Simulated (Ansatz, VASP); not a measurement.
**CaAuC4N4 in VASP and in Ansatz**

Contents of INCAR:

```
SYSTEM = CaAuC4N4
  PREC = Accurate
  ENCUT = 600
  EDIFF = 1E-6
  ISMEAR = 0
  SIGMA = 0.1
  LREAL = .FALSE.
  LASPH = .TRUE.
  NELM = 80
  ALGO = Normal
  ISIF = 3
  LWAVE = .FALSE.
  LCHARG = .FALSE.
  GGA = PE
  IBRION = 2
  NSW = 90
  EDIFFG = -0.04
```

Contents of KPOINTS:

```
regular mesh
0
G
  4 4 4
  0 0 0
```

File POSCAR:

```
CaAuC4N4
1.0
    6.1164487500      0.0000000000      0.0000000000
    0.0000000000      6.1164487500      0.0000000000
    0.0000000000      0.0000000000      6.1164487500
Ca C Au N
1 4 1 4
Direct
    0.5000000000      0.5000000000      0.5000000000
    0.1809514800      0.1809514800      0.1809514800
    0.1809514800      0.8190485200      0.8190485200
    0.8190485200      0.1809514800      0.8190485200
    0.8190485200      0.8190485200      0.1809514800
    0.0000000000      0.0000000000      0.0000000000
    0.2913913500      0.2913913500      0.2913913500
    0.2913913500      0.7086086500      0.7086086500
    0.7086086500      0.2913913500      0.7086086500
    0.7086086500      0.7086086500      0.2913913500
```

Input for Ansatz:

```yaml
crystal:
  lattice:
    - [6.11644875, 0.0, 0.0]
    - [0.0, 6.11644875, 0.0]
    - [0.0, 0.0, 6.11644875]
  atoms:
    - { symbol: Ca, position: [0.5, 0.5, 0.5] }
    - { symbol: C, position: [0.18095148, 0.18095148, 0.18095148] }
    - { symbol: C, position: [0.18095148, 0.81904852, 0.81904852] }
    - { symbol: C, position: [0.81904852, 0.18095148, 0.81904852] }
    - { symbol: C, position: [0.81904852, 0.81904852, 0.18095148] }
    - { symbol: Au, position: [0.0, 0.0, 0.0] }
    - { symbol: "N", position: [0.29139135, 0.29139135, 0.29139135] }
    - { symbol: "N", position: [0.29139135, 0.70860865, 0.70860865] }
    - { symbol: "N", position: [0.70860865, 0.29139135, 0.70860865] }
    - { symbol: "N", position: [0.70860865, 0.70860865, 0.29139135] }
basis:
  ecutwfc: 420
kpoints:
  mp_grid: { grid: [4, 4, 4] }
hamiltonian:
  xc: pbe
scf:
  occupations: { method: gaussian, width: 0.1 }
  lower_state_search: "off"
output:
  forces: true
  stress: true
  eigenvalues: true
relax:
  adjacent_minimum: "off"
  f_tol: 0.04
  max_steps: 70
  cell: { stress_tol: 0.4 }
```

Alike in both runs: task relaxation of cell and atoms; functional PBE; k mesh 4 × 4 × 4; occupations gaussian, width 0.1 eV; no spin polarisation.

```csv
,VASP,Ansatz
version,VASP 6.6.1,Ansatz 0.2.0
potentials or method,"VASP PAW PBE potentials, release 64 (Ca_sv, C, Au, N), cutoff 600 eV","scalar-relativistic, plane waves, PAW"
valence electrons in the cell,57,65
```

|  | VASP | Ansatz | Ansatz less VASP |
| --- | --- | --- | --- |
| relaxed volume (Å³/atom) | 27.24 | 27.16 | -0.078 |
| relaxed length of the cell vector where the two differ most in proportion (Å) | 6.483 | 6.476 | -0.0062 |

VASP's potentials hold 57 valence electrons a cell and Ansatz's 65, so a difference there can come from the potentials and not from the codes.

Spin-orbit coupling is off throughout. Noted on VASP's run: the standard files for N, O and F lose accuracy on very short bonds; the volume moved by over 15 % at a fixed basis, so the end points are rough.
